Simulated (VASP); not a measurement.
# TaSi2 (R-3m) in VASP: further runs

Runs on TaSi2. Level: PBE. Tasks: single point, relaxation of cell and atoms.

All numbers are computed with VASP 6.6.1; they aren't measurements. Logs are shortened: lines on timing, memory, paths and dates and some standing lists are left out, and cuts for length are marked.

## Step 1: The cell of the first run

It takes space group R-3m (No. 166, trigonal). The conventional cell has a = 4.543 Å, b = 4.543 Å, c = 8.804 Å, α = 90.00°, β = 90.00°, γ = 120.00°. Ta (site symmetry -3m) has 8 Si at 2.64 Å within 3.5 Å. Si (site symmetry 3m) has 4 Ta at 2.64 Å and 7 Si at 2.69 to 3.52 Å within 3.6 Å.

The cell was generated, and may not be a known phase.

## Step 2: Single point, PBE

Input file INCAR:

```
PREC = Accurate ; ENCUT = 520
EDIFF = 1E-6 ; ISMEAR = 0
SIGMA = 0.1 ; LREAL = F
LASPH = T ; NELM = 60
ALGO = Normal ; ISIF = 2
LWAVE = F ; LCHARG = F
GGA = PE ; NBANDS = 16
```

Input file KPOINTS:

```
Automatic mesh
0
Gamma
  6 6 6
```

Input file POSCAR:

```
TaSi2
1.0
    2.2712546442      1.3113094803      2.9345384554
   -2.2712546442      1.3113094803      2.9345384554
    0.0000000000     -2.6226189605      2.9345384554
Ta Si
1 2
Direct
    0.5000000000      0.5000000000      0.5000000000
    0.2001758814      0.2001758814      0.2001758814
    0.7998241186      0.7998241186      0.7998241186
```

Potentials or basis: VASP PAW PBE potentials, release 64 (Ta_pv, Si).

The run is started by

```console
cat potpaw_PBE.64/Ta_pv/POTCAR potpaw_PBE.64/Si/POTCAR > POTCAR
mpirun -np 1 vasp_std > vasp.out
```

OUTCAR:

```text
PREC = Accurate
   ENCUT = 520
   EDIFF = 1E-6
   ISMEAR = 0
   LREAL = F
   LASPH = T
   NELM = 60
   ISIF = 2
   GGA = PE

 ion  position               nearest neighbor table
   1  0.500  0.500  0.500-   2 2.64   2 2.64   3 2.64   3 2.64   2 2.64   3 2.64   3 2.64   2 2.64

   2  0.200  0.200  0.200-   1 2.64   1 2.64   1 2.64   1 2.64   3 2.69   3 2.69   3 2.69
   3  0.800  0.800  0.800-   1 2.64   1 2.64   1 2.64   1 2.64   2 2.69   2 2.69   2 2.69

  LATTYP: Found a trigonal (rhomboedric) cell.
 ALAT       =     3.9356887781
 COS(alpha) =     0.3339295674

  Lattice vectors:

 A1 = (   2.2712546442,   1.3113094803,   2.9345384554)
 A2 = (  -2.2712546442,   1.3113094803,   2.9345384554)
 A3 = (   0.0000000000,  -2.6226189605,   2.9345384554)

Analysis of symmetry for initial positions (statically):
=====================================================================
 Subroutine PRICEL returns:
 Original cell was already a primitive cell.

 Routine SETGRP: Setting up the symmetry group for a
 trigonal (rhombohedral) supercell.

 Subroutine GETGRP returns: Found 12 space group operations
 (whereof 12 operations were pure point group operations)
 out of a pool of 12 trial point group operations.

The static configuration has the point symmetry D_3d.

Analysis of symmetry for dynamics (positions and initial velocities):
=====================================================================
 Subroutine PRICEL returns:
 Original cell was already a primitive cell.

 Routine SETGRP: Setting up the symmetry group for a
 trigonal (rhombohedral) supercell.

 Subroutine GETGRP returns: Found 12 space group operations
 (whereof 12 operations were pure point group operations)
 out of a pool of 12 trial point group operations.

The dynamic configuration has the point symmetry D_3d.

 Subroutine INISYM returns: Found 12 space group operations
 (whereof 12 operations are pure point group operations),
 and found     1 'primitive' translations

----------------------------------------------------------------------------------------

                                     Primitive cell

  volume of cell :      52.4399

  direct lattice vectors                    reciprocal lattice vectors
     2.271254644  1.311309480  2.934538455     0.220142643  0.127099414  0.113589697
    -2.271254644  1.311309480  2.934538455    -0.220142643  0.127099414  0.113589697
     0.000000000 -2.622618961  2.934538455     0.000000000 -0.254198828  0.113589697

  length of vectors
[... 75 lines left out ...]
   PREC   = accura    normal or accurate (medium, high low for compatibility)
   ISTART =      0    job   : 0-new  1-cont  2-samecut
   ICHARG =      2    charge: 1-file 2-atom 10-const
   ISPIN  =      1    spin polarized calculation?
   LNONCOLLINEAR =      F non collinear calculations
   LSORBIT =      F    spin-orbit coupling
   LASPH  =      T    aspherical Exc in radial PAW
   ENCUT  =  520.0 eV  38.22 Ry    6.18 a.u.   7.32  7.32  7.32*2*pi/ulx,y,z
   NELM   =     60;   NELMIN=  2; NELMDL= -5     # of ELM steps
   EDIFF  = 0.1E-05   stopping-criterion for ELM
   LREAL  =      F    real-space projection
[... 7 lines left out ...]
   TEBEG  =    0.0;   TEEND  =   0.0 temperature during run
   PSTRESS=    0.0 pullay stress
   NELECT =      19.0000    total number of electrons
   NUPDOWN=      -1.0000    fix difference up-down
   EMIN   =  10.00;   EMAX   =-10.00  energy-range for DOS
   EFERMI =   0.00;   METHOD = LEGACY
   ISMEAR =     0;   SIGMA  =   0.10  broadening in eV -4-tet -1-fermi 0-gaus
   EFERMI_NEDOS =   21; number of points for ismear=-14 and -15
   IALGO  =     38    algorithm
   IMIX   =      4    mixing-type and parameters
     AMIX     =   0.40;   BMIX     =  1.00
     AMIX_MAG =   1.60;   BMIX_MAG =  1.00
  volume/ion in A,a.u.               =      17.48       117.96
  Fermi-wavevector in a.u.,A,eV,Ry     =   1.167093  2.205485 18.532567  1.362105
  Thomas-Fermi vector in A             =   2.303597
   LORBIT       =      0    0 simple, 1 ext, 2 COOP (PROOUT), +10 PAW based schemes
   GGA     = PE    functional components
   LHFCALC =     F    Hartree Fock is set to
   AEXX    =    0.0000 exact exchange contribution
   IVDW    =     0    specifies the selected vdW correction
   LEPSILON=     F    determine dielectric tensor
   LRPA    =     F    only Hartree local field effects (RPA)
 non-spin polarized calculation
 Gauss-broadening in eV      SIGMA  =   0.10
  energy-cutoff  :      520.00
  volume of cell :       52.44
 maximum number of plane-waves:      1433
 NGX is ok and might be reduce to    30
   NGX = 15   NGY = 15   NGZ = 15

 number of electron      18.9999998 magnetization

 Free energy of the ion-electron system (eV)
  ---------------------------------------------------
  ext. energy  EPLUGINS =         0.00000000
  ---------------------------------------------------
  free energy    TOTEN  =       -21.59221882 eV

  energy without entropy =      -21.57517756  energy(sigma->0) =      -21.58369819

 E-fermi :   6.8789     XC(G=0): -11.0954

 val. band max:        6.8261528879   @ k =  -0.1667   0.3333   0.1667
 cond. band min:       6.8911073754   @ k =  -0.3333   0.5000   0.3333
 fundamental gap:      0.0649544875
 Fermi energy:         6.8788861342

 k-point     1 :       0.0000    0.0000    0.0000
  band No.  band energies     occupation
      1     -27.4334      2.00000
      2     -27.2596      2.00000
      3     -27.2596      2.00000
      4      -4.7145      2.00000
      5       2.7288      2.00000
      6       2.7288      2.00000
[... 433 lines left out ...]
      3     -27.2756      2.00000
      4      -1.0994      2.00000
      5      -0.7303      2.00000
      6       1.5773      2.00000
[... 8 lines left out ...]
     15      13.1771      0.00000
     16      14.0545      0.00000

 [... further k-points ...]
[... 5 lines left out ...]
  --------------------------------------------------------------------------------------
  -------------------------------------------------------------------------------------
  Total        0.0618954      0.0618954      0.0097928      0.0000000      0.0000000      0.0000000
  in kB        1.8910661      1.8910661      0.2991953      0.0000000      0.0000000      0.0000000
  external PRESSURE =       1.3604425 kB  Pullay stress =       0.0000000 kB

 VOLUME and BASIS-vectors are now :
 -----------------------------------------------------------------------------
  energy-cutoff  :      520.00
  volume of cell :       52.44
      direct lattice vectors                 reciprocal lattice vectors
     2.271254644  1.311309480  2.934538455     0.220142643  0.127099414  0.113589697
    -2.271254644  1.311309480  2.934538455    -0.220142643  0.127099414  0.113589697
     0.000000000 -2.622618961  2.934538455     0.000000000 -0.254198828  0.113589697

 POSITION                                       TOTAL-FORCE (eV/Angst)
 -----------------------------------------------------------------------------------
      0.00000      0.00000      4.40181         0.000000      0.000000      0.000000
      0.00000      0.00000      1.76227         0.000000      0.000000      0.003361
      0.00000      0.00000      7.04134         0.000000     -0.000000     -0.003361
 -----------------------------------------------------------------------------------
    total drift:                                0.000000      0.000000      0.000000

  FREE ENERGIE OF THE ION-ELECTRON SYSTEM (eV)
  ---------------------------------------------------
  free  energy   TOTEN  =       -21.5922188244 eV

  energy  without entropy=      -21.5751775590  energy(sigma->0) =      -21.58369819
```

It took 34 s on 1 thread of Intel Xeon 8259CL, shared host; peak memory 0.18 GiB.

Results:

```yaml
Free_energy: -21.5922 eV
Pressure: 0.1 GPa
Largest_force: 0.003 eV/Å
Band_gap_on_the_k_mesh: zero (an odd number of electrons rules out a gap without spin polarisation)
```

Forces on the atoms (eV/Å):
```
Ta   0.000  0.000  0.000
Si   0.000  0.000  0.003
Si   0.000  0.000 -0.003
```

Levels at points of the mesh, in eV from the Fermi level:
```csv
k point,band 7,band 8,band 9,band 10,band 11,band 12
"(0.00, 0.00, 0.00)",-2.53,-2.18,0.10,0.10,2.46,2.46
"(0.50, 0.00, 0.00)",-2.20,-2.00,-1.64,-0.35,0.44,1.84
"(0.50, 0.50, 0.00)",-3.69,-1.89,-0.80,-0.38,1.09,2.01
"(0.50, 0.50, 0.50)",-4.31,-2.36,-0.73,0.15,0.15,1.70
```

Caveat: spin-orbit coupling is left out, which moves the levels of the heavy elements; an odd number of electrons without spin polarisation forces a metal; a magnetic or distorted state may lie lower.

## Step 3: Single point, PBE

This run uses another cell than the first one, of 17.60 Å³/atom.

Input file INCAR:

```
SYSTEM = TaSi2
PREC = Accurate ; ENCUT = 520
EDIFF = 1E-6 ; ISMEAR = 0
SIGMA = 0.1 ; LREAL = .FALSE.
LASPH = .TRUE. ; NELM = 100
ALGO = Normal ; ISIF = 2
LWAVE = .FALSE. ; LCHARG = .FALSE.
GGA = PE ; NBANDS = 16
```

Input file KPOINTS:

```
regular mesh
0
G
  12 12 12
  0 0 0
```

Input file POSCAR:

```
TaSi2
1.0
    2.2639634572      1.3070999114      2.9742312661
   -2.2639634572      1.3070999114      2.9742312661
    0.0000000000     -2.6141998228      2.9742312661
Ta Si
1 2
Direct
    0.5000000000      0.5000000000      0.5000000000
    0.2051194283      0.2051194283      0.2051194283
    0.7948805717      0.7948805717      0.7948805717
```

Potentials or basis: VASP PAW PBE potentials, release 64 (Ta_pv, Si).

The run is started by

```console
cat potpaw_PBE.64/Ta_pv/POTCAR potpaw_PBE.64/Si/POTCAR > POTCAR
mpirun -np 1 vasp_std > vasp.out
```

Wall time 3.5 min (1 thread of Intel Xeon 8259CL, shared host); peak memory 0.29 GiB.

It converged, with:

- Free energy: -21.5784 eV
- Pressure: 0.0 GPa
- Band gap on the k mesh: zero (an odd number of electrons rules out a gap without spin polarisation)

Forces on the atoms (eV/Å):
```
Ta   0.000  0.000  0.000
Si   0.000  0.000  0.003
Si   0.000  0.000 -0.003
```

Levels at points of the mesh, in eV from the Fermi level:
```csv
k point,band 8,band 9,band 10,band 11,band 12,band 13
"(0.00, 0.00, 0.00)",-2.38,0.05,0.05,2.53,2.58,2.58
"(0.50, 0.00, 0.00)",-2.00,-1.62,-0.29,0.45,1.72,3.54
"(0.50, 0.50, 0.00)",-1.81,-1.04,-0.39,0.94,1.91,4.19
"(0.50, 0.50, 0.50)",-2.08,-0.88,0.10,0.10,1.58,1.58
```

Caveat: spin-orbit coupling is left out, which moves the levels of the heavy elements; an odd number of electrons without spin polarisation forces a metal; a magnetic or distorted state may lie lower.

## Step 4: Relaxation of cell and atoms, PBE

Input file INCAR:

```
SYSTEM = TaSi2
PREC = Accurate
ENCUT = 600
EDIFF = 1E-6
ISMEAR = 0
SIGMA = 0.1
LREAL = .False.
LASPH = .True.
NELM = 60
ALGO = Normal
ISIF = 3
LWAVE = .False.
LCHARG = .False.
GGA = PE
IBRION = 2
NSW = 100
EDIFFG = -0.01
```

Input file KPOINTS:

```
Automatic mesh
0
Gamma
  12 12 12
  0 0 0
```

Input file POSCAR:

```
TaSi2
1.0
    2.2712546442      1.3113094803      2.9345384554
   -2.2712546442      1.3113094803      2.9345384554
    0.0000000000     -2.6226189605      2.9345384554
Ta Si
1 2
Direct
    0.5000000000      0.5000000000      0.5000000000
    0.2001758814      0.2001758814      0.2001758814
    0.7998241186      0.7998241186      0.7998241186
```

The run is started by

```console
cat potpaw_PBE.64/Ta_pv/POTCAR potpaw_PBE.64/Si/POTCAR > POTCAR
mpirun -np 1 vasp_std > vasp.out
```

Run time: 7.8 min. Hardware: 1 thread of Intel Xeon 8259CL, shared host; peak memory 0.32 GiB.

It converged, with:

```yaml
Free_energy: -21.5783 eV
Relaxed_volume: 17.53 Å³/atom
Relaxed_cell: a = 3.945 Å, b = 3.945 Å, c = 3.945 Å, α = 70.24°, β = 70.24°, γ = 70.24°
Space_group_after_relaxing_to_0.1_Å: R-3m (No. 166)
Energy_gained_by_relaxing: 0.2 meV/atom
Ionic_steps: 7
Pressure_after_relaxing: 0.0 GPa
Largest_force_after_relaxing: 0.006 eV/Å
Band_gap_on_the_k_mesh: zero (an odd number of electrons rules out a gap without spin polarisation)
```

Forces on the atoms (eV/Å):
```
Ta   0.000  0.000  0.000
Si   0.000  0.000  0.006
Si   0.000  0.000 -0.006
```

Stress tensor (GPa, compression positive):
```
-0.09  0.00  0.00
 0.00 -0.09  0.00
 0.00  0.00  0.06
```

Step by step:
```tsv
step	energy change (eV)	largest force (eV/Å)	pressure (GPa)	volume (Å³)
1	0.0000	0.0386	-0.06	52.44
2	-0.0001	0.0067	0.04	52.39
3	-0.0001	0.0142	0.02	52.40
4	-0.0002	0.0139	0.01	52.41
5	-0.0003	0.0127	0.02	52.44
6	-0.0004	0.0103	-0.03	52.49
7	-0.0007	0.0060	-0.04	52.60
```

Final structure:
```
Ta Si
1.0
     2.26927    1.31016    2.94859
    -2.26927    1.31016    2.94859
     0.00000   -2.62032    2.94859
Ta Si
1 2
Direct
  0.50000 0.50000 0.50000
  0.20236 0.20236 0.20236
  0.79764 0.79764 0.79764
```

Levels at points of the mesh, in eV from the Fermi level:
```csv
k point,band 7,band 8,band 9,band 10,band 11,band 12,band 13
"(0.00, 0.00, 0.00)",-2.56,-2.27,0.08,0.08,2.50,2.50,2.58
"(0.50, 0.00, 0.00)",-2.25,-2.00,-1.63,-0.32,0.44,1.79,3.72
"(0.50, 0.50, 0.00)",-3.67,-1.86,-0.90,-0.38,1.02,1.97,4.06
"(0.50, 0.50, 0.50)",-4.28,-2.26,-0.81,0.12,0.12,1.65,1.65
```

Caveat: spin-orbit coupling is left out, which moves the levels of the heavy elements; an odd number of electrons without spin polarisation forces a metal; a magnetic or distorted state may lie lower.

## Step 5: Overview

```csv
task,cell,k mesh,cutoff (eV),gap on the mesh (eV),pressure (GPa)
single point,"a = 3.936 Å, angles 70.5°, 3 atoms, atomic positions A",6 × 6 × 6,520,none,0.1
single point,"a = 3.960 Å, angles 69.7°, 3 atoms, atomic positions B",12 × 12 × 12,520,none,0.0
relaxation of cell and atoms,"relaxed from a = 3.936 Å, angles 70.5°, 3 atoms, atomic positions A",12 × 12 × 12,600,none,0.0
```

Alike in all rows: level PBE; potentials or basis VASP PAW PBE potentials, release 64 (Ta_pv, Si); no spin polarisation; smearing gaussian 0.1 eV.

Caveats: spin-orbit coupling is left out, which moves the levels of the heavy elements; an odd number of electrons without spin polarisation forces a metal; a magnetic or distorted state may lie lower.

Absolute energies hang on the potentials; compare differences alone.

The gap in the log of VASP goes by the Fermi energy; the results here count the filled bands.